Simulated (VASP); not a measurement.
# Ca (Im-3m) in VASP: density of states with PBE

Aim: the density of states of Ca with PBE.

Program: VASP 6.6.1. These are calculated values, not measurements. Logs are shortened: lines on timing, memory, paths and dates and some standing lists are left out, and cuts for length are marked.

### Step 1. The cell of the first run

The structure is cubic, space group Im-3m (No. 229). The conventional cell has a = 4.386 Å, b = 4.386 Å, c = 4.386 Å, α = 90.00°, β = 90.00°, γ = 90.00°. Ca (site symmetry m-3m) has 14 Ca at 3.80 to 4.39 Å within 5.0 Å.

### Step 2. Density of states, PBE

File POSCAR:

```
Ca
1.0
   -2.1928819642      2.1928819642      2.1928819642
    2.1928819642     -2.1928819642      2.1928819642
    2.1928819642      2.1928819642     -2.1928819642
Ca
1
Direct
    0.0000000000      0.0000000000      0.0000000000
```

File INCAR.step1:

```
SYSTEM = Ca
  PREC = Accurate
  ENCUT = 520
  EDIFF = 1E-6
  ISMEAR = 0
  SIGMA = 0.05
  LREAL = .FALSE.
  LASPH = .TRUE.
  NELM = 60
  ALGO = Normal
  ISIF = 2
  LWAVE = .FALSE.
  LCHARG = .TRUE.
  GGA = PE
  NBANDS = 11
```

File KPOINTS.step1:

```
Automatic mesh
0
G
  14 14 14
  0 0 0
```

File INCAR.step2:

```
SYSTEM = Ca
  PREC = Accurate
  ENCUT = 520
  EDIFF = 1E-6
  ISMEAR = -5
  SIGMA = 0.05
  LREAL = .FALSE.
  LASPH = .TRUE.
  NELM = 60
  ALGO = Normal
  ISIF = 2
  LWAVE = .FALSE.
  LCHARG = .FALSE.
  GGA = PE
  LORBIT = 11
  NEDOS = 1001
  ICHARG = 11
```

File KPOINTS.step2:

```
Automatic mesh
0
G
  21 21 21
  0 0 0
```

Potentials or basis: VASP PAW PBE potentials, release 64 (Ca_sv).

Command:

```
cat potpaw_PBE.64/Ca_sv/POTCAR > POTCAR
cp INCAR.step1 INCAR
cp KPOINTS.step1 KPOINTS
mpirun -np 1 vasp_std > vasp.out
cp INCAR.step2 INCAR
cp KPOINTS.step2 KPOINTS
mpirun -np 1 vasp_std > vasp.out
```

OUTCAR:

```text
SYSTEM = Ca
   PREC = Accurate
   ENCUT = 520
   EDIFF = 1E-6
   ISMEAR = -5
   LREAL = .FALSE.
   LASPH = .TRUE.
   NELM = 60
   ISIF = 2
   GGA = PE
   LORBIT = 11
   ICHARG = 11

 ion  position               nearest neighbor table
   1  0.000  0.000  0.000-

  LATTYP: Found a body centered cubic cell.
 ALAT       =     4.3857639284

  Lattice vectors:

 A1 = (  -2.1928819642,   2.1928819642,   2.1928819642)
 A2 = (   2.1928819642,  -2.1928819642,   2.1928819642)
 A3 = (   2.1928819642,   2.1928819642,  -2.1928819642)

Analysis of symmetry for initial positions (statically):
=====================================================================
 Subroutine PRICEL returns:
 Original cell was already a primitive cell.

 Routine SETGRP: Setting up the symmetry group for a
 body centered cubic supercell.

 Subroutine GETGRP returns: Found 48 space group operations
 (whereof 48 operations were pure point group operations)
 out of a pool of 48 trial point group operations.

The static configuration has the point symmetry O_h .

Analysis of symmetry for dynamics (positions and initial velocities):
=====================================================================
 Subroutine PRICEL returns:
 Original cell was already a primitive cell.

 Routine SETGRP: Setting up the symmetry group for a
 body centered cubic supercell.

 Subroutine GETGRP returns: Found 48 space group operations
 (whereof 48 operations were pure point group operations)
 out of a pool of 48 trial point group operations.

The dynamic configuration has the point symmetry O_h .

 Subroutine INISYM returns: Found 48 space group operations
 (whereof 48 operations are pure point group operations),
 and found     1 'primitive' translations

----------------------------------------------------------------------------------------

                                     Primitive cell

  volume of cell :      42.1799

  direct lattice vectors                    reciprocal lattice vectors
    -2.192881964  2.192881964  2.192881964     0.000000000  0.228010448  0.228010448
     2.192881964 -2.192881964  2.192881964     0.228010448  0.000000000  0.228010448
     2.192881964  2.192881964 -2.192881964     0.228010448  0.228010448  0.000000000

  length of vectors
     3.798182977  3.798182977  3.798182977     0.322455469  0.322455469  0.322455469

  position of ions in fractional coordinates (direct lattice)
     0.000000000  0.000000000  0.000000000

  ion indices of the primitive-cell ions
   primitive index   ion index
                 1           1

----------------------------------------------------------------------------------------

 KPOINTS: Automatic mesh

Automatic generation of k-mesh.
 Grid dimensions read from file:
 generate k-points for:   21   21   21

 Generating k-lattice:

  Cartesian coordinates                     Fractional coordinates (reciprocal lattice)
     0.000000000  0.010857640  0.010857640     0.047619048  0.000000000  0.000000000
     0.010857640  0.000000000  0.010857640     0.000000000  0.047619048  0.000000000
     0.010857640  0.010857640  0.000000000     0.000000000  0.000000000  0.047619048

  Length of vectors
     0.015355022  0.015355022  0.015355022

  Shift w.r.t. Gamma in fractional coordinates (k-lattice)
     0.000000000  0.000000000  0.000000000

 TETIRR: Found  10986 inequivalent tetrahedra from    55566

 Subroutine IBZKPT returns following result:
 ===========================================

 Found    286 irreducible k-points:

 Following reciprocal coordinates:
            Coordinates               Weight
  0.000000  0.000000  0.000000      1.000000
  0.047619  0.000000  0.000000     12.000000
  0.095238  0.000000  0.000000     12.000000
  0.142857  0.000000  0.000000     12.000000
  0.190476  0.000000  0.000000     12.000000
  0.238095  0.000000  0.000000     12.000000
[... 16 lines left out ...]
  0.142857  0.095238 -0.000000     48.000000
  0.190476  0.095238  0.000000     48.000000
 [... further k-points ...]
   k-points           NKPTS =    286   k-points in BZ     NKDIM =    286   number of bands    NBANDS=      9
   number of dos      NEDOS =   1001   number of ions     NIONS =      1
   total plane-waves  NPLWV =  21952
   dimension x,y,z NGX =    28 NGY =   28 NGZ =   28
   dimension x,y,z NGXF=    56 NGYF=   56 NGZF=   56
   ions per type =               1
   NGX,Y,Z   is equivalent  to a cutoff of  12.26, 12.26, 12.26 a.u.
   NGXF,Y,Z  is equivalent  to a cutoff of  24.51, 24.51, 24.51 a.u.
 SYSTEM =  Ca
   PREC   = accura    normal or accurate (medium, high low for compatibility)
   ISTART =      0    job   : 0-new  1-cont  2-samecut
   ICHARG =     11    charge: 1-file 2-atom 10-const
   ISPIN  =      1    spin polarized calculation?
   LNONCOLLINEAR =      F non collinear calculations
   LSORBIT =      F    spin-orbit coupling
   LASPH  =      T    aspherical Exc in radial PAW
   ENCUT  =  520.0 eV  38.22 Ry    6.18 a.u.   7.06  7.06  7.06*2*pi/ulx,y,z
   NELM   =     60;   NELMIN=  2; NELMDL=  0     # of ELM steps
   EDIFF  = 0.1E-05   stopping-criterion for ELM
   LREAL  =      F    real-space projection
   EDIFFG = 0.1E-04   stopping-criterion for IOM
   NSW    =      0    number of steps for IOM
   IBRION =     -1    ionic relax: 0-MD 1-quasi-New 2-CG
   NFREE  =      0    steps in history (QN), initial steepest desc. (CG)
   ISIF   =      2    stress and relaxation
   ISYM   =      2    0-nonsym 1-usesym 2-fastsym
   POTIM  = 0.5000    time-step for ionic-motion
   TEBEG  =    0.0;   TEEND  =   0.0 temperature during run
   PSTRESS=    0.0 pullay stress
   NELECT =      10.0000    total number of electrons
   NUPDOWN=      -1.0000    fix difference up-down
   EMIN   =  10.00;   EMAX   =-10.00  energy-range for DOS
   EFERMI =   0.00;   METHOD = LEGACY
   ISMEAR =    -5;   SIGMA  =   0.05  broadening in eV -4-tet -1-fermi 0-gaus
   EFERMI_NEDOS =   21; number of points for ismear=-14 and -15
   IALGO  =     38    algorithm
   IMIX   =      4    mixing-type and parameters
     AMIX     =   0.40;   BMIX     =  1.00
     AMIX_MAG =   1.60;   BMIX_MAG =  1.00
  volume/ion in A,a.u.               =      42.18       284.64
  Fermi-wavevector in a.u.,A,eV,Ry     =   1.013226  1.914719 13.968102  1.026627
  Thomas-Fermi vector in A             =   2.146382
   LORBIT       =     11    0 simple, 1 ext, 2 COOP (PROOUT), +10 PAW based schemes
   GGA     = PE    functional components
   LHFCALC =     F    Hartree Fock is set to
   AEXX    =    0.0000 exact exchange contribution
   IVDW    =     0    specifies the selected vdW correction
   LEPSILON=     F    determine dielectric tensor
   LRPA    =     F    only Hartree local field effects (RPA)
 non-spin polarized calculation
 Fermi weights with tetrahedron method with Bloechl corrections
  energy-cutoff  :      520.00
  volume of cell :       42.18
 maximum number of plane-waves:      1157

 number of electron      10.0000002 magnetization

 Free energy of the ion-electron system (eV)
  ---------------------------------------------------
  ext. energy  EPLUGINS =         0.00000000
  ---------------------------------------------------
  free energy    TOTEN  =        -1.91190479 eV

  energy without entropy =       -1.91190479  energy(sigma->0) =       -1.91190479

 E-fermi :   2.0408     XC(G=0):  -7.7364

 val. band max:        2.0579689026   @ k =   0.2857   0.2857   0.0952
 cond. band min:       1.9879476210   @ k =  -0.4762  -0.4762   0.1905
 fundamental gap:     -0.0700212816
 Fermi energy:         2.0408132996

 k-point     1 :       0.0000    0.0000    0.0000
  band No.  band energies     occupation
      1     -40.0498      2.00000
      2     -20.9651      2.00000
      3     -20.9651      2.00000
      4     -20.9651      2.00000
      5      -2.0601      2.00000
      6       4.3057      0.00000
      7       4.3057      0.00000
      8       4.3057      0.00000
      9       5.3602      0.00000

 k-point     2 :       0.0476    0.0000    0.0000
  band No.  band energies     occupation
      1     -40.0494      2.00000
      2     -20.9683      2.00000
      3     -20.9662      2.00000
      4     -20.9651      2.00000
      5      -2.0189      2.00000
      6       4.2795      0.00000
      7       4.2915      0.00000
      8       4.3368      0.00000
      9       5.3275      0.00000

 k-point     3 :       0.0952    0.0000    0.0000
  band No.  band energies     occupation
      1     -40.0485      2.00000
      2     -20.9775      2.00000
      3     -20.9692      2.00000
      4     -20.9651      2.00000
      5      -1.8962      2.00000
      6       4.2050      0.00000
      7       4.2371      0.00000
      8       4.4293      0.00000
      9       5.2620      0.00000

 k-point     4 :       0.1429    0.0000    0.0000
  band No.  band energies     occupation
      1     -40.0470      2.00000
      2     -20.9920      2.00000
      3     -20.9740      2.00000
      4     -20.9650      2.00000
      5      -1.6948      2.00000
      6       4.0928      0.00000
      7       4.1151      0.00000
      8       4.5809      0.00000
      9       5.1746      0.00000

 k-point     5 :       0.1905    0.0000    0.0000
  band No.  band energies     occupation
      1     -40.0450      2.00000
      2     -21.0103      2.00000
      3     -20.9802      2.00000
      4     -20.9650      2.00000
      5      -1.4194      2.00000
      6       3.9098      0.00000
      7       3.9575      0.00000
      8       4.7873      0.00000
      9       5.1488      0.00000

 k-point     6 :       0.2381    0.0000    0.0000
  band No.  band energies     occupation
      1     -40.0429      2.00000
      2     -21.0308      2.00000
      3     -20.9871      2.00000
      4     -20.9650      2.00000
      5      -1.0771      2.00000
      6       3.6384      0.00000
      7       3.8139      0.00000
      8       5.0418      0.00000
      9       5.1726      0.00000
[... 169 lines left out ...]
 k-point    21 :       0.4762    0.0476    0.0000
  band No.  band energies     occupation
      1     -40.0348      2.00000
      2     -21.1045      2.00000
      3     -21.0132      2.00000
      4     -20.9662      2.00000
      5       1.1358      2.00000
      6       1.9854      1.78497
      7       3.3348      0.00000
      8       5.2493      0.00000
      9       5.6400      0.00000

 k-point    22 :       0.0952    0.0952    0.0000
  band No.  band energies     occupation
      1     -40.0461      2.00000
      2     -21.0002      2.00000
      3     -20.9737      2.00000
      4     -20.9681      2.00000
      5      -1.5756      2.00000
      6       4.0310      0.00000
      7       4.0379      0.00000
      8       4.6765      0.00000
      9       5.1255      0.00000

 k-point    23 :       0.1429    0.0952   -0.0000
  band No.  band energies     occupation
      1     -40.0443      2.00000
      2     -21.0169      2.00000
      3     -20.9794      2.00000
      4     -20.9690      2.00000
      5      -1.3030      2.00000
      6       3.8401      0.00000
      7       3.9013      0.00000
      8       4.8806      0.00000
      9       5.0680      0.00000

 k-point    24 :       0.1905    0.0952    0.0000
  band No.  band energies     occupation
      1     -40.0422      2.00000
      2     -21.0353      2.00000
      3     -20.9868      2.00000
      4     -20.9693      2.00000
      5      -0.9640      2.00000
      6       3.5897      0.00000
      7       3.7570      0.00000
      8       5.0737      0.00000
      9       5.1428      0.00000

 [... further k-points ...]
[... 5 lines left out ...]
  --------------------------------------------------------------------------------------
  -------------------------------------------------------------------------------------
  Total        0.0199775      0.0199775      0.0199775      0.0000000      0.0000000      0.0000000
  in kB        0.7588341      0.7588341      0.7588341      0.0000000      0.0000000      0.0000000
  external PRESSURE =       0.7588341 kB  Pullay stress =       0.0000000 kB

 VOLUME and BASIS-vectors are now :
 -----------------------------------------------------------------------------
  energy-cutoff  :      520.00
  volume of cell :       42.18
      direct lattice vectors                 reciprocal lattice vectors
    -2.192881964  2.192881964  2.192881964     0.000000000  0.228010448  0.228010448
     2.192881964 -2.192881964  2.192881964     0.228010448  0.000000000  0.228010448
     2.192881964  2.192881964 -2.192881964     0.228010448  0.228010448  0.000000000

 POSITION                                       TOTAL-FORCE (eV/Angst)
 -----------------------------------------------------------------------------------
      0.00000      0.00000      0.00000         0.000000     -0.000000      0.000000
 -----------------------------------------------------------------------------------
    total drift:                               -0.000000     -0.000000      0.000000

  FREE ENERGIE OF THE ION-ELECTRON SYSTEM (eV)
  ---------------------------------------------------
  free  energy   TOTEN  =        -1.9119047930 eV

  energy  without entropy=       -1.9119047930  energy(sigma->0) =       -1.91190479

 total charge

# of ion       s       p       d       tot
------------------------------------------
    1        2.085   5.831   0.164   8.080
```

It took 78 s on 1 thread of Intel Xeon 6975P-C (Granite Rapids), shared host; peak memory 0.24 GiB.

Results:

* Valence electrons inside the program's atomic spheres: Ca 8.08

Caveat: tetrahedron occupations give inexact forces and stress in metals.
